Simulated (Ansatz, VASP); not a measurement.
## Two plane-wave programs on BN

```
CELL_PARAMETERS angstrom
2.49824 0.00000 0.00000
-1.24912 2.16354 0.00000
0.00000 0.00000 6.63570
ATOMIC_POSITIONS crystal
N 0.66667 0.33333 0.25000
N 0.33333 0.66667 0.75000
B 0.66667 0.33333 0.75000
B 0.33333 0.66667 0.25000
```

Alike in both runs: task relaxation of cell and atoms; functional PBEsol; k mesh 12 × 12 × 4; occupations fermi-dirac, width 0.05 eV; no spin polarisation.

|  | VASP | Ansatz |
| --- | --- | --- |
| version | VASP 6.6.1 | Ansatz 0.2.0 |
| potentials or method | VASP PAW PBE potentials, release 64 (N, B) | Ansatz PAW |
| plane-wave cutoff (eV) | 600 | 420 |
| valence electrons in the cell | 16 | 16 |

|  | VASP | Ansatz | Ansatz less VASP |
| --- | --- | --- | --- |
| gap on the k mesh at the Fermi level, each at its own relaxed structure (eV) | 4.22 | 4.27 | +0.046 |
| relaxed volume (Å³/atom) | 9.33 | 9.53 | +0.193 |
| relaxed cell length with the largest relative difference (Å) | 6.871 | 7.016 | +0.1454 |

VASP's potentials were made for PBE, not for PBEsol.

Noted on Ansatz's run: the plane-wave basis is chosen anew once the cell has moved, so the energies of steps on either side of that aren't comparable.
